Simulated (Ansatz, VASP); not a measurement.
One calculation of Hf, two programs

Contents of INCAR:

```
PREC     = Accurate       # precision mode
ENCUT    = 520            # plane-wave cutoff, eV
EDIFF    = 1E-7           # SCF threshold, eV
ISMEAR   = 0              # smearing method
SIGMA    = 0.011          # smearing width, eV
LREAL    = False          # projectors in reciprocal space
LASPH    = True           # aspherical terms in the spheres
NELM     = 60             # most SCF steps
ALGO     = Normal         # electronic algorithm
ISIF     = 2              # what is computed and relaxed
LWAVE    = False          # write WAVECAR
LCHARG   = False          # write CHGCAR
GGA      = PE             # functional
NBANDS   = 17             # bands
```

Contents of KPOINTS:

```
regular mesh
0
Gamma
  10 10 5
```

File POSCAR:

```
Hf
1.0
    3.1967000000      0.0000000000      0.0000000000
   -1.5983500000      2.7684234083      0.0000000000
    0.0000000000      0.0000000000      5.0578000000
Hf
2
Direct
    0.6666666667      0.3333333333      0.7500000000
    0.3333333333      0.6666666667      0.2500000000
```

input.yaml

```yaml
crystal:
  lattice:
    - [3.1967, 0.0, 0.0]
    - [-1.59835, 2.7684234083, 0.0]
    - [0.0, 0.0, 5.0578]
  atoms:
    - { symbol: Hf, position: [0.6666666667, 0.3333333333, 0.75] }
    - { symbol: Hf, position: [0.3333333333, 0.6666666667, 0.25] }
kpoints:
  mp_grid: { grid: [10, 10, 5] }
scf:
  occupations: { method: gaussian, width: 0.011 }
hamiltonian:
  xc: pbe
  pseudopotentials: { kind: all_electron, lapw: { basis_error: 0.001 } }
output:
  forces: true
  stress: true
  eigenvalues: true
```

Alike in both runs: task single point; functional PBE; k mesh 10 × 10 × 5; occupations gaussian, width 0.011 eV; no spin polarisation.

|  | VASP | Ansatz |
| --- | --- | --- |
| version | VASP 6.6.1 | Ansatz 0.2.0 |
| potentials or method | VASP PAW PBE potentials, release 64 (Hf_pv), cutoff 520 eV | all-electron LAPW, scalar-relativistic |

Ansatz gave:

| Property | Result |
| --- | --- |
| gap on the k mesh at the Fermi level (eV) | none |
| pressure (GPa) | 0.7 |
| traceless stress, the component that is largest in VASP (GPa) | -0.12 |

**Question.** What did VASP give for the same quantities?

**Answer.** gap on the k mesh at the Fermi level (eV): none; pressure (GPa): 0.2; traceless stress, the component that is largest in VASP (GPa): -0.18.

A gap of «none» marks a metal or a gap that the smearing closes. Ansatz ran all-electron here, and VASP with PAW potentials.

Spin-orbit coupling is off throughout.
